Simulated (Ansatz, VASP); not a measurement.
Two plane-wave programs on Sc

The input INCAR:

```
  PREC = Accurate
  ENCUT = 520
  EDIFF = 1E-6
  ISMEAR = -1
  SIGMA = 0.1
  LREAL = False
  LASPH = True
  NELM = 80
  ALGO = Normal
  ISIF = 2
  LWAVE = False
  LCHARG = False
  GGA = RE
  NBANDS = 30
```

The input KPOINTS:

```
Automatic mesh
0
Gamma
  12 12 4
```

Contents of POSCAR:

```
Sc
1.0
    3.3709272283      0.0000000000      0.0000000000
   -1.6854636142      2.9193086140      0.0000000000
    0.0000000000      0.0000000000     10.7688139822
Sc
4
Direct
    0.0000000000      0.0000000000      1.0000000000
    0.0000000000      0.0000000000      0.5000000000
    0.3333333333      0.6666666667      0.2500000000
    0.6666666667      0.3333333333      0.7500000000
```

Input for Ansatz:

```yaml
crystal:
  lattice:
    - [3.3709272283, 0.0, 0.0]
    - [-1.6854636142, 2.919308614, 0.0]
    - [0.0, 0.0, 10.7688139822]
  atoms:
    - { symbol: Sc, position: [0.0, 0.0, 1.0] }
    - { symbol: Sc, position: [0.0, 0.0, 0.5] }
    - { symbol: Sc, position: [0.3333333333, 0.6666666667, 0.25] }
    - { symbol: Sc, position: [0.6666666667, 0.3333333333, 0.75] }
hamiltonian:
  xc: revpbe
  pseudopotentials:
    kind: paw
    azcp:
      Sc: "pseudopotentials/Sc.paw.azcp"
basis:
  ecutwfc: 420
  fft_grid_basis: typed
kpoints:
  mp_grid: { grid: [12, 12, 4], shift: [0, 0, 0] }
magnetization:
  spin_polarized: false
scf:
  occupations: { method: fermi_dirac, width: 0.1 }
  lower_state_search: "off"
output:
  stress: true
```

Alike in both runs: task single point; functional revPBE; k mesh 12 × 12 × 4; occupations fermi-dirac, width 0.1 eV; no spin polarisation.

```csv
,VASP,Ansatz
version,VASP 6.6.1,Ansatz 0.2.0
potentials or method,"VASP PAW PBE potentials, release 64 (Sc_sv), cutoff 520 eV","plane waves (420 eV) with PAW, scalar-relativistic"
valence electrons in the cell,44,44
```

```tsv
	VASP	Ansatz	Ansatz less VASP
pressure (GPa)	-1.8	-1.8	-0.01
```

VASP's potentials were made for PBE, not for revPBE. With one functional, cell and mesh, what is left measures potentials, basis and numerics.
